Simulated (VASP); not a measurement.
# Ca2Al3BiO10 (P4/mmm) in VASP: single point with PBE

Aim: the single point of Ca2Al3BiO10 with PBE.

Everything below comes from runs of VASP 6.6.1. Logs are shortened: lines on timing, memory, paths and dates and some standing lists are left out, and cuts for length are marked.

**1. The cell of the first run**

It takes space group P4/mmm (No. 123, tetragonal). The conventional cell has a = 3.792 Å, b = 3.792 Å, c = 14.790 Å, α = 90.00°, β = 90.00°, γ = 90.00°. Within 3.5 Å of Ca (site symmetry 4mm) lie 12 O at 2.58 to 2.87 Å and 8 Al at 3.37 to 3.44 Å. O (site symmetry 4mm) has 1 Al at 1.78 Å within 2.4 Å. O (site symmetry 2mm) has 2 Al at 1.92 Å and 2 Ca at 2.58 Å and 8 O at 2.68 to 2.83 Å within 2.9 Å. Within 2.5 Å of O (site symmetry mmm) lie 2 Al at 1.90 Å. O (site symmetry 4mm) has 2 Al at 1.80 to 2.39 Å within 2.4 Å. Bi (site symmetry 4/mmm) has 16 O at 3.03 to 3.97 Å and 4 Bi at 3.79 Å within 4.0 Å. Al (site symmetry 4/mmm) has 6 O at 1.80 to 1.90 Å within 2.4 Å. Within 2.4 Å of Al (site symmetry 4mm) lie 6 O at 1.78 to 2.39 Å.

**2. Single point, PBE**

File INCAR:

```
PREC = Accurate
ENCUT = 520
EDIFF = 1E-6
ISMEAR = 0
SIGMA = 0.0302
LREAL = Auto
LASPH = T
NELM = 80
ALGO = Normal
ISIF = 2
LWAVE = F
LCHARG = F
GGA = PE
NBANDS = 66
```

File KPOINTS:

```
Automatic mesh
0
Gamma
  7 7 2
```

File POSCAR:

```
Ca2Al3BiO10
1.0
    3.7922240000      0.0000000000      0.0000000000
    0.0000000000      3.7922240000      0.0000000000
    0.0000000000      0.0000000000     14.7901940000
Ca O Bi Al
2 10 1 3
Direct
    0.5000000000      0.5000000000      0.1460000000
    0.5000000000      0.5000000000      0.8540000000
    0.0000000000      0.0000000000      0.4040000000
    0.0000000000      0.0000000000      0.5960000000
    0.0000000000      0.5000000000      0.2640000000
    0.5000000000      0.0000000000      0.2640000000
    0.0000000000      0.5000000000      0.7360000000
    0.5000000000      0.0000000000      0.7360000000
    0.0000000000      0.5000000000      0.0000000000
    0.5000000000      0.0000000000      0.0000000000
    0.0000000000      0.0000000000      0.1220000000
    0.0000000000      0.0000000000      0.8780000000
    0.5000000000      0.5000000000      0.5000000000
    0.0000000000      0.0000000000      0.0000000000
    0.0000000000      0.0000000000      0.2835000000
    0.0000000000      0.0000000000      0.7165000000
```

Potentials or basis: VASP PAW PBE potentials, release 64 (Ca_sv, O, Bi_d, Al).

Run with:

```
$ cat potpaw_PBE.64/Ca_sv/POTCAR potpaw_PBE.64/O/POTCAR potpaw_PBE.64/Bi_d/POTCAR potpaw_PBE.64/Al/POTCAR > POTCAR
$ mpirun -np 1 vasp_std > vasp.out
```

OUTCAR:

```text
PREC = Accurate
   ENCUT = 520
   EDIFF = 1E-6
   ISMEAR = 0
   LREAL = Auto
   LASPH = T
   NELM = 80
   ISIF = 2
   GGA = PE

 ion  position               nearest neighbor table
   1  0.500  0.500  0.146-
   2  0.500  0.500  0.854-
   3  0.000  0.000  0.404-  15 1.78
   4  0.000  0.000  0.596-  16 1.78
   5  0.000  0.500  0.264-  15 1.92  15 1.92
   6  0.500  0.000  0.264-  15 1.92  15 1.92
   7  0.000  0.500  0.736-  16 1.92  16 1.92
   8  0.500  0.000  0.736-  16 1.92  16 1.92
   9  0.000  0.500  0.000-  14 1.90  14 1.90
  10  0.500  0.000  0.000-  14 1.90  14 1.90
  11  0.000  0.000  0.122-  14 1.80  15 2.39
  12  0.000  0.000  0.878-  14 1.80  16 2.39
  13  0.500  0.500  0.500-
  14  0.000  0.000  0.000-  11 1.80  12 1.80   9 1.90  10 1.90   9 1.90  10 1.90
  15  0.000  0.000  0.283-   3 1.78   5 1.92   6 1.92   5 1.92   6 1.92  11 2.39
  16  0.000  0.000  0.717-   4 1.78   7 1.92   8 1.92   7 1.92   8 1.92  12 2.39

  LATTYP: Found a simple tetragonal cell.
 ALAT       =     3.7922240000
 C/A-ratio  =     3.9001372282

  Lattice vectors:

 A1 = (   3.7922240000,   0.0000000000,   0.0000000000)
 A2 = (   0.0000000000,   3.7922240000,   0.0000000000)
 A3 = (   0.0000000000,   0.0000000000,  14.7901940000)

Analysis of symmetry for initial positions (statically):
=====================================================================
 Subroutine PRICEL returns:
 Original cell was already a primitive cell.

 Routine SETGRP: Setting up the symmetry group for a
 simple tetragonal supercell.

 Subroutine GETGRP returns: Found 16 space group operations
 (whereof 16 operations were pure point group operations)
 out of a pool of 16 trial point group operations.

The static configuration has the point symmetry D_4h.

Analysis of symmetry for dynamics (positions and initial velocities):
=====================================================================
 Subroutine PRICEL returns:
 Original cell was already a primitive cell.

 Routine SETGRP: Setting up the symmetry group for a
 simple tetragonal supercell.

 Subroutine GETGRP returns: Found 16 space group operations
 (whereof 16 operations were pure point group operations)
 out of a pool of 16 trial point group operations.

The dynamic configuration has the point symmetry D_4h.

 Subroutine INISYM returns: Found 16 space group operations
 (whereof 16 operations are pure point group operations),
 and found     1 'primitive' translations

----------------------------------------------------------------------------------------

                                     Primitive cell

  volume of cell :     212.6972

  direct lattice vectors                    reciprocal lattice vectors
     3.792224000  0.000000000  0.000000000     0.263697503  0.000000000  0.000000000
     0.000000000  3.792224000  0.000000000     0.000000000  0.263697503  0.000000000
     0.000000000  0.000000000 14.790194000     0.000000000  0.000000000  0.067612365

  length of vectors
     3.792224000  3.792224000 14.790194000     0.263697503  0.263697503  0.067612365

  position of ions in fractional coordinates (direct lattice)
     0.500000000  0.500000000  0.146000000
     0.500000000  0.500000000  0.854000000
     0.000000000  0.000000000  0.404000000
     0.000000000  0.000000000  0.596000000
     0.000000000  0.500000000  0.264000000
     0.500000000  0.000000000  0.264000000
[... 8 lines left out ...]
     0.000000000  0.000000000  0.283500000
     0.000000000  0.000000000  0.716500000

  ion indices of the primitive-cell ions
   primitive index   ion index
                 1           1
                 2           2
                 3           3
                 4           4
                 5           5
                 6           6
[... 8 lines left out ...]
                15          15
                16          16

----------------------------------------------------------------------------------------

 KPOINTS: Automatic mesh

Automatic generation of k-mesh.
 Grid dimensions read from file:
 generate k-points for:    7    7    2

 Generating k-lattice:

  Cartesian coordinates                     Fractional coordinates (reciprocal lattice)
     0.037671072  0.000000000  0.000000000     0.142857143  0.000000000  0.000000000
     0.000000000  0.037671072  0.000000000     0.000000000  0.142857143  0.000000000
     0.000000000  0.000000000  0.033806183     0.000000000  0.000000000  0.500000000

  Length of vectors
     0.037671072  0.037671072  0.033806183

  Shift w.r.t. Gamma in fractional coordinates (k-lattice)
     0.000000000  0.000000000  0.000000000

 Subroutine IBZKPT returns following result:
 ===========================================

 Found     20 irreducible k-points:

 Following reciprocal coordinates:
            Coordinates               Weight
  0.000000  0.000000  0.000000      1.000000
  0.142857  0.000000  0.000000      4.000000
  0.285714  0.000000  0.000000      4.000000
  0.428571  0.000000  0.000000      4.000000
  0.142857  0.142857  0.000000      4.000000
  0.285714  0.142857  0.000000      8.000000
[... 12 lines left out ...]
  0.428571  0.285714  0.500000      8.000000
  0.428571  0.428571  0.500000      4.000000
   k-points           NKPTS =     20   k-points in BZ     NKDIM =     20   number of bands    NBANDS=     66
   number of dos      NEDOS =    301   number of ions     NIONS =     16
   total plane-waves  NPLWV =  87808
   dimension x,y,z NGX =    28 NGY =   28 NGZ =  112
   dimension x,y,z NGXF=    56 NGYF=   56 NGZF=  224
   ions per type =               2  10   1   3
   NGX,Y,Z   is equivalent  to a cutoff of  12.27, 12.27, 12.59 a.u.
   NGXF,Y,Z  is equivalent  to a cutoff of  24.55, 24.55, 25.18 a.u.
 SYSTEM =  unknown system
   PREC   = accura    normal or accurate (medium, high low for compatibility)
   ISTART =      0    job   : 0-new  1-cont  2-samecut
   ICHARG =      2    charge: 1-file 2-atom 10-const
   ISPIN  =      1    spin polarized calculation?
   LNONCOLLINEAR =      F non collinear calculations
   LSORBIT =      F    spin-orbit coupling
   LASPH  =      T    aspherical Exc in radial PAW
   ENCUT  =  520.0 eV  38.22 Ry    6.18 a.u.   7.05  7.05 27.50*2*pi/ulx,y,z
   NELM   =     80;   NELMIN=  2; NELMDL= -5     # of ELM steps
   EDIFF  = 0.1E-05   stopping-criterion for ELM
   LREAL  =      T    real-space projection
   EDIFFG = 0.1E-04   stopping-criterion for IOM
   NSW    =      0    number of steps for IOM
[... 5 lines left out ...]
   TEBEG  =    0.0;   TEEND  =   0.0 temperature during run
   PSTRESS=    0.0 pullay stress
   NELECT =     104.0000    total number of electrons
   NUPDOWN=      -1.0000    fix difference up-down
   EMIN   =  10.00;   EMAX   =-10.00  energy-range for DOS
   EFERMI =   0.00;   METHOD = LEGACY
   ISMEAR =     0;   SIGMA  =   0.03  broadening in eV -4-tet -1-fermi 0-gaus
   EFERMI_NEDOS =   21; number of points for ismear=-14 and -15
   IALGO  =     38    algorithm
   IMIX   =      4    mixing-type and parameters
     AMIX     =   0.40;   BMIX     =  1.00
     AMIX_MAG =   1.60;   BMIX_MAG =  1.00
  volume/ion in A,a.u.               =      13.29        89.71
  Fermi-wavevector in a.u.,A,eV,Ry     =   1.289730  2.437236 22.631964  1.663402
  Thomas-Fermi vector in A             =   2.421605
   LORBIT       =      0    0 simple, 1 ext, 2 COOP (PROOUT), +10 PAW based schemes
   GGA     = PE    functional components
   LHFCALC =     F    Hartree Fock is set to
   AEXX    =    0.0000 exact exchange contribution
   IVDW    =     0    specifies the selected vdW correction
   LEPSILON=     F    determine dielectric tensor
   LRPA    =     F    only Hartree local field effects (RPA)
 non-spin polarized calculation
 Gauss-broadening in eV      SIGMA  =   0.03
  energy-cutoff  :      520.00
  volume of cell :      212.70
 maximum number of plane-waves:      5749
   NGX = 15   NGY = 15   NGZ = 55

 number of electron     103.9999956 magnetization

 Free energy of the ion-electron system (eV)
  ---------------------------------------------------
  ext. energy  EPLUGINS =         0.00000000
  ---------------------------------------------------
  free energy    TOTEN  =       -98.81136981 eV

  energy without entropy =      -98.80742655  energy(sigma->0) =      -98.80939818

 E-fermi :   2.6986     XC(G=0): -10.1191

 val. band max:        2.6799655316   @ k =   0.1429   0.1429   0.5000
 cond. band min:       2.7100119989   @ k =   0.2857   0.2857   0.5000
 fundamental gap:      0.0300464673
 Fermi energy:         2.6986374857

 k-point     1 :       0.0000    0.0000    0.0000
  band No.  band energies     occupation
      1     -35.6709      2.00000
      2     -35.6700      2.00000
      3     -20.9640      2.00000
      4     -20.9491      2.00000
      5     -20.9081      2.00000
      6     -20.9081      2.00000
[... 56 lines left out ...]
     63       9.8095      0.00000
     64       9.8837      0.00000

 k-point     2 :       0.1429    0.0000    0.0000
  band No.  band energies     occupation
      1     -35.6693      2.00000
      2     -35.6684      2.00000
      3     -20.9620      2.00000
      4     -20.9408      2.00000
      5     -20.9114      2.00000
      6     -20.9079      2.00000
[... 56 lines left out ...]
     63       9.9563      0.00000
     64       9.9720      0.00000

 k-point     3 :       0.2857    0.0000    0.0000
  band No.  band energies     occupation
      1     -35.6657      2.00000
      2     -35.6649      2.00000
      3     -20.9601      2.00000
      4     -20.9195      2.00000
      5     -20.9186      2.00000
      6     -20.9072      2.00000
[... 1128 lines left out ...]
     63      10.3119      0.00000
     64      10.3501      0.00000

 k-point    20 :       0.4286    0.4286    0.5000
  band No.  band energies     occupation
      1     -35.6552      2.00000
      2     -35.6545      2.00000
      3     -20.9365      2.00000
      4     -20.9211      2.00000
      5     -20.9209      2.00000
      6     -20.8821      2.00000
[... 56 lines left out ...]
     63      10.3735      0.00000
     64      10.4063      0.00000
 [bands above 64 left out]

------------------------ aborting loop because EDIFF is reached ----------------------------------------

  FORCE on cell =-STRESS in cart. coord.  units (eV):
  Direction    XX          YY          ZZ          XY          YZ          ZX
  --------------------------------------------------------------------------------------
  -------------------------------------------------------------------------------------
  Total      -19.1818686    -19.1818686     -4.9367748      0.0000000      0.0000000      0.0000000
  in kB     -144.4906216   -144.4906216    -37.1870789      0.0000000      0.0000000      0.0000000
  external PRESSURE =    -108.7227740 kB  Pullay stress =       0.0000000 kB

 VOLUME and BASIS-vectors are now :
 -----------------------------------------------------------------------------
  energy-cutoff  :      520.00
  volume of cell :      212.70
      direct lattice vectors                 reciprocal lattice vectors
     3.792224000  0.000000000  0.000000000     0.263697503  0.000000000  0.000000000
     0.000000000  3.792224000  0.000000000     0.000000000  0.263697503  0.000000000
     0.000000000  0.000000000 14.790194000     0.000000000  0.000000000  0.067612365

 POSITION                                       TOTAL-FORCE (eV/Angst)
 -----------------------------------------------------------------------------------
      1.89611      1.89611      2.15937         0.000000      0.000000      0.080673
      1.89611      1.89611     12.63083        -0.000000      0.000000     -0.080673
      0.00000      0.00000      5.97524        -0.000000     -0.000000      2.341977
      0.00000      0.00000      8.81496        -0.000000      0.000000     -2.341977
      0.00000      1.89611      3.90461        -0.000000      0.000000     -0.384584
      1.89611      0.00000      3.90461         0.000000      0.000000     -0.384584
[... 8 lines left out ...]
      0.00000      0.00000      4.19302        -0.000000     -0.000000     -1.081315
      0.00000      0.00000     10.59717        -0.000000     -0.000000      1.081315
 -----------------------------------------------------------------------------------
    total drift:                                0.000000      0.000000      0.000000

  FREE ENERGIE OF THE ION-ELECTRON SYSTEM (eV)
  ---------------------------------------------------
  free  energy   TOTEN  =       -98.8113698063 eV

  energy  without entropy=      -98.8074265534  energy(sigma->0) =      -98.80939818
```

Run time: 11 min. Hardware: 1 thread of Intel Xeon Platinum 8259CL at 2.50GHz (Skylake/Cascade Lake), shared host; peak memory 0.38 GiB.

What came out:

```
Free energy            : -98.8114 eV
Pressure               : -10.9 GPa
Largest force          : 2.342 eV/Å
Band gap on the k mesh : zero (bands 52 and 53 overlap by 0.61 eV)
```

Forces in eV/Å, atoms in the order of the input:
```
Ca   0.000  0.000  0.081
Ca   0.000  0.000 -0.081
O    0.000  0.000  2.342
O    0.000  0.000 -2.342
O    0.000  0.000 -0.385
O    0.000  0.000 -0.385
O    0.000  0.000  0.385
O    0.000  0.000  0.385
O    0.000  0.000  0.000
O    0.000  0.000  0.000
O    0.000  0.000  1.278
O    0.000  0.000 -1.278
Bi   0.000  0.000  0.000
Al   0.000  0.000  0.000
Al   0.000  0.000 -1.081
Al   0.000  0.000  1.081
```

Stress tensor (GPa, compression positive):
```
-14.45   0.00   0.00
  0.00 -14.45   0.00
  0.00   0.00  -3.72
```

Caveat: the stress differs along the axes, from -14 to -4 GPa; spin-orbit coupling is left out, which moves the levels of the heavy elements; forces of over 1 eV/Å act on the atoms, so gaps and moduli don't describe the material at rest.

The gap in the log of VASP goes by the Fermi energy; the results here count the filled bands.